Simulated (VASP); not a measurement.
Ni: single point with LDA

Crystal: Ni.

```
Ni
1.0
     0.00000    1.71232   -1.71232
     0.00000    1.71232    1.71232
     3.42465    0.00000    0.00000
Ni
2
Direct
  0.00000 0.00000 0.00000
  0.50000 0.50000 0.50000
```

```
Program                : VASP 6.6.1
Task                   : single point
Functional             : LDA
Potentials or basis    : VASP PAW LDA potentials, release 64 (Ni)
Cutoff                 : 520 eV
k mesh                 : 14 × 14 × 10
Occupations            : gaussian, width 0.05 eV
Spin                   : collinear spin, ferromagnetic start
Starting moments       : [0.8, 0.8] μB
Dipole correction      : no
Further INCAR settings : ALGO = Normal; EDIFF = 1e-06; NBANDS = 21
```

| Item | Value |
| --- | --- |
| Pressure | -0.6 GPa |
| Net moment | 1.14 μB per cell |
| Site moments | Ni +0.57 μB |
| Valence electrons inside the program's atomic spheres | Ni 9.47 |

Stress tensor (GPa, compression positive):
```
-0.45  0.00  0.00
 0.00 -0.71  0.00
 0.00  0.00 -0.71
```

Levels at points of the mesh, in eV from the Fermi level:
Spin up:
| k point | band 6 | band 7 | band 8 | band 9 | band 10 | band 11 | band 12 | band 13 | band 14 | band 15 |
| --- | --- | --- | --- | --- | --- | --- | --- | --- | --- | --- |
| (0.00, 0.00, 0.00) | -2.56 | -1.26 | -1.26 | -0.45 | -0.31 | -0.31 | 2.50 | 10.02 | 15.53 | 15.53 |
| (0.50, 0.00, 0.00) | -2.97 | -1.77 | -1.77 | -1.37 | -1.37 | 1.22 | 1.22 | 12.25 | 12.25 | 13.74 |
| (0.50, 0.50, 0.00) | -0.45 | -0.31 | -0.31 | -0.30 | -0.30 | 2.50 | 2.50 | 10.02 | 10.02 | 15.53 |
| (0.00, 0.00, 0.50) | -1.95 | -1.60 | -1.60 | -1.60 | -1.60 | -0.86 | -0.86 | 20.29 | 20.29 | 20.29 |
| (0.50, 0.00, 0.50) | -2.57 | -0.48 | -0.48 | -0.48 | -0.48 | -0.41 | -0.41 | 6.32 | 6.32 | 22.93 |
| (0.50, 0.50, 0.50) | -3.30 | -1.35 | -1.35 | -0.30 | -0.30 | 8.23 | 8.23 | 8.23 | 8.23 | 10.61 |
Spin down:
| k point | band 8 | band 9 | band 10 | band 11 | band 12 | band 13 |
| --- | --- | --- | --- | --- | --- | --- |
| (0.00, 0.00, 0.00) | -0.73 | 0.11 | 0.37 | 0.37 | 2.55 | 10.29 |
| (0.50, 0.00, 0.00) | -1.26 | -0.73 | -0.73 | 1.70 | 1.70 | 12.47 |
| (0.50, 0.50, 0.00) | 0.36 | 0.37 | 0.37 | 2.55 | 2.55 | 10.29 |
| (0.00, 0.00, 0.50) | -0.99 | -0.99 | -0.99 | -0.32 | -0.32 | 20.41 |
| (0.50, 0.00, 0.50) | -0.38 | 0.14 | 0.14 | 0.14 | 0.14 | 6.69 |
| (0.50, 0.50, 0.50) | -0.84 | 0.36 | 0.36 | 8.44 | 8.44 | 8.44 |

It took 67 s on 1 thread of AMD EPYC 9R45 96-Core Processor (Zen 5), on a shared host, peak memory 0.19 GiB.
